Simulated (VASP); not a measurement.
Runs of VASP 6.6.1 on Rh. It takes space group Fm-3m (No. 225, cubic). Conventional cell: a = 3.796 Å, b = 3.796 Å, c = 3.796 Å, α = 90.00°, β = 90.00°, γ = 90.00°. Within 3.5 Å of Rh (site symmetry m-3m) lie 12 Rh at 2.68 Å. 

```csv
task,level,cell,k mesh,cutoff (eV),smearing,grid for exact exchange (PRECFOCK),share of exact exchange,screening parameter,gap on the mesh (eV),pressure (GPa),relaxed volume (Å³/atom)
relaxation of cell and atoms,RPBE+D4,relaxed,12 × 12 × 12,600,fermi-dirac 0.05 eV,-,-,-,none,0.1,13.39
relaxation of cell and atoms,RPBE,relaxed,12 × 12 × 12,600,fermi-dirac 0.05 eV,-,-,-,none,0.0,14.30
relaxation of cell and atoms,r2SCAN,relaxed to 10 GPa,12 × 12 × 12,600,fermi-dirac 0.05 eV,-,-,-,none,10.1,-
single point,r2SCANh,as given,6 × 6 × 6,520,fermi-dirac 0.05 eV,Normal,0.1,-,none,-0.3,-
single point,PBE,as given,12 × 12 × 12,520,gaussian 0.018 eV,-,-,-,none,7.3,-
relaxation of cell and atoms,r2SCAN,relaxed to 20 GPa,12 × 12 × 12,600,fermi-dirac 0.05 eV,-,-,-,none,20.1,-
single point,PBE,as given,12 × 12 × 12,520,gaussian 0.021 eV,-,-,-,none,7.3,-
single point,HSE06,as given,8 × 8 × 8,520,fermi-dirac 0.05 eV,Normal,0.25,0.2079 1/Å,none,(a),-
```

Alike in all rows: potentials or basis VASP PAW PBE potentials, release 64 (Rh_pv); no spin polarisation.

Task: Fill in the values left out.

Result: (a) -2.4.

Caveats: some runs use coarse meshes; the PAW data sets were made with another functional, which shifts forces and pressure a little (at least some runs); the cell is relaxed towards a set pressure, so the run minimises the enthalpy, not the energy (at least some runs); the cell stands under pressure (at least some runs); an empty level that is flat over the whole mesh can mark a ghost state of the potentials, or a narrow d or f band (at least some runs).

A k mesh can miss the band edges, and the runs leave out spin-orbit coupling on Rh.

A gap of «none» marks levels without a gap at the run's occupations.
